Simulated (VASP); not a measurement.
Set up this calculation in VASP 6.6.1, as the native input.

```
Task                   : relaxation of cell and atoms
Functional             : PBEsol
Potentials or basis    : VASP PAW PBE potentials, release 64 (Te, Nb_sv)
Cutoff                 : 600 eV
k mesh                 : 8 × 8 × 7
Occupations            : fermi-dirac, width 0.05 eV
Spin                   : no spin polarisation
Dipole correction      : no
Further INCAR settings : ALGO = Normal; EDIFF = 1e-06; IBRION = 2; EDIFFG = -0.01; NSW = 60; ISIF = 3
```

The structure of NbTe lies in POSCAR:

```
NbTe
1.0
    3.7029743866      0.0000000000      0.0000000000
   -1.8514871933      3.2068698884      0.0000000000
    0.0000000000      0.0000000000      3.6942110000
Te Nb
1 1
Direct
    0.6666666667      0.3333333333      0.0000000000
    0.0000000000      0.0000000000      0.5000000000
```

These files were run (other wordings do the same):

INCAR

```
PREC     = Accurate       # precision mode
ENCUT    = 600            # plane-wave cutoff, eV
EDIFF    = 1E-6           # SCF threshold, eV
ISMEAR   = -1             # smearing method
SIGMA    = 0.05           # smearing width, eV
LREAL    = False          # projectors in reciprocal space
LASPH    = True           # aspherical terms in the spheres
NELM     = 60             # most SCF steps
ALGO     = Normal         # electronic algorithm
ISIF     = 3              # what is computed and relaxed
LWAVE    = False          # write WAVECAR
LCHARG   = False          # write CHGCAR
GGA      = PS             # functional
IBRION   = 2              # ionic algorithm
NSW      = 60             # ionic steps
EDIFFG   = -0.01          # ionic threshold
```

KPOINTS

```
regular mesh
0
Gamma
  8 8 7
```

Potentials or basis: VASP PAW PBE potentials, release 64 (Te, Nb_sv).

Run with:

```sh
$ cat potpaw_PBE.64/Te/POTCAR potpaw_PBE.64/Nb_sv/POTCAR > POTCAR
$ mpirun -np 1 vasp_std > vasp.out
```

It gave:

| Property | Result |
| --- | --- |
| Relaxed volume | 20.95 Å³/atom |
| Relaxed cell | a = 3.629 Å, b = 3.629 Å, c = 3.673 Å, α = 90.00°, β = 90.00°, γ = 120.00° |
| Space group after relaxing (to 0.05 Å) | P-6m2 (No. 187) |
| Energy gained by relaxing | 17.0 meV/atom |
| Ionic steps | 12 |
| Pressure after relaxing | 0.0 GPa |

Caveat: the PAW data sets were made with another functional, which shifts forces and pressure a little.

Run time: 100 s on 1 thread of Intel(R) Xeon(R) Platinum 8488C (Sapphire Rapids), on a shared host, peak memory 0.2 GiB.
